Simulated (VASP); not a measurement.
Here is a VASP 6.6.1 calculation.

Contents of INCAR:

```
PREC     = Accurate       # precision mode
ENCUT    = 520            # plane-wave cutoff, eV
EDIFF    = 1E-7           # SCF threshold, eV
ISMEAR   = 0              # smearing method
SIGMA    = 0.1            # smearing width, eV
LREAL    = False          # projectors in reciprocal space
LASPH    = True           # aspherical terms in the spheres
NELM     = 80             # most SCF steps
ALGO     = Normal         # electronic algorithm
ISIF     = 2              # what is computed and relaxed
LWAVE    = False          # write WAVECAR
LCHARG   = False          # write CHGCAR
GGA      = PE             # functional
NBANDS   = 12             # bands
```

Contents of KPOINTS:

```
Automatic mesh
0
Gamma
  12 12 12
```

POSCAR

```
Mg3Be
1.0
    4.2253250963      0.0000000000      0.0000000000
    0.0000000000      4.2253250963      0.0000000000
    0.0000000000      0.0000000000      4.2253250963
Mg Be
3 1
Direct
    0.0000000000      0.5000000000      0.5000000000
    0.5000000000      0.0000000000      0.5000000000
    0.5000000000      0.5000000000      0.0000000000
    0.0000000000      0.0000000000      0.0000000000
```

Potentials or basis: VASP PAW PBE potentials, release 64 (Mg, Be).

Run with:

```sh
$ cat potpaw_PBE.64/Mg/POTCAR potpaw_PBE.64/Be/POTCAR > POTCAR
$ mpirun -np 1 vasp_std > vasp.out
```

Question: What does it give for the band gap on the k mesh?

Answer: Zero (bands 4 and 5 overlap by 2.94 eV).

Question: Estimate the pressure.

Answer: -0.1 GPa.
